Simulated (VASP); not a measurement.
The system is NaSnCl3.

```
Na Sn Cl
1.0
     5.30689    0.00000    0.00000
     0.00000    5.30689    0.00000
     0.00000    0.00000    5.60297
Na Sn Cl
1 1 3
Direct
  0.00000 0.00000 0.00000
  0.50000 0.50000 0.50000
  0.50000 0.50000 0.00000
  0.50000 0.00000 0.50000
  0.00000 0.50000 0.50000
```

This cell differs from its parent crystal: epitaxial xy strain -4.0%.

Base run:

| Property | Result |
| --- | --- |
| Program | VASP 6.6.1 |
| Functional | PBE |
| Potentials or basis | VASP PAW PBE potentials, release 64 (Na_pv, Sn_d, Cl) |
| Cutoff | 520 eV |
| k mesh | 6 × 6 × 6 |
| Occupations | fermi-dirac, width 0.02 eV |
| Spin | no spin polarisation |

Its results: band gap on the k mesh zero (filled and empty bands touch); pressure 2.5 GPa.

The run is repeated on the same cell with these changes: functional from PBE to r2SCAN; further incar settings from ALGO = Normal; EDIFF = 1e-07; NBANDS = 29 to ALGO = Normal; EDIFF = 1e-06; NBANDS = 29. What comes out?

Band gap on the k mesh 0.16 eV; pressure 1.9 GPa.

Caveats: semilocal functionals underestimate gaps, and a narrow one can read as zero; spin-orbit coupling is left out, which moves the levels of the heavy elements; the PAW data sets were made with another functional, which shifts forces and pressure a little (at least some runs).

A k mesh can miss the band edges.
